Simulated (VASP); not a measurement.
Crystal: Tl.

```xyz
3
Lattice="5.4111 0.0000 0.0000 -2.7056 4.6862 0.0000 0.0000 0.0000 3.3170" Properties=species:S:1:pos:R:3 pbc="T T T"
Tl    0.0000    0.0000    0.0000
Tl    0.0000    3.1241    1.6585
Tl    2.7056    1.5621    1.6585
```

This isn't the form of Tl at room conditions, which is hcp.

```yaml
Program: VASP 6.6.1
Task: relaxation of cell and atoms
Functional: revPBE
Potentials_or_basis: VASP PAW PBE potentials, release 64 (Tl_d)
Cutoff: 600 eV
k_mesh: 7 × 7 × 10
Occupations: fermi-dirac, width 0.1 eV
Spin: no spin polarisation
```

At the start: pressure 5.8 GPa; volume 28.04 Å³/atom.

How do energy, volume and symmetry change on relaxing?

Over 4 steps the energy falls by 78.3 meV/atom and the volume is 33.30 Å³/atom (+18.8 %); space group P6/mmm (No. 191, to 0.1 Å) before and after.

The path:
| step | energy change (eV) | largest force (eV/Å) | pressure (GPa) | volume (Å³) |
| --- | --- | --- | --- | --- |
| 1 | 0.0000 | 0.0000 | 5.76 | 84.11 |
| 2 | -0.2291 | 0.0000 | 0.68 | 97.00 |
| 3 | -0.2343 | 0.0000 | -0.20 | 100.78 |
| 4 | -0.2348 | 0.0000 | 0.00 | 99.89 |

Final structure:
```cif
data_structure
_symmetry_space_group_name_H-M 'P 1'
_symmetry_Int_Tables_number 1
_cell_length_a 5.7299
_cell_length_b 5.7299
_cell_length_c 3.5133
_cell_angle_alpha 90.000
_cell_angle_beta 90.000
_cell_angle_gamma 120.000
_cell_volume 99.89
loop_
_atom_site_label
_atom_site_type_symbol
_atom_site_fract_x
_atom_site_fract_y
_atom_site_fract_z
_atom_site_occupancy
Tl1 Tl 0.00000 0.00000 0.00000 1
Tl2 Tl 0.33333 0.66667 0.50000 1
Tl3 Tl 0.66667 0.33333 0.50000 1
```

Caveat: the volume moved by over 15 % at a fixed basis, so the end points are rough; the PAW data sets were made with another functional, which shifts forces and pressure a little.
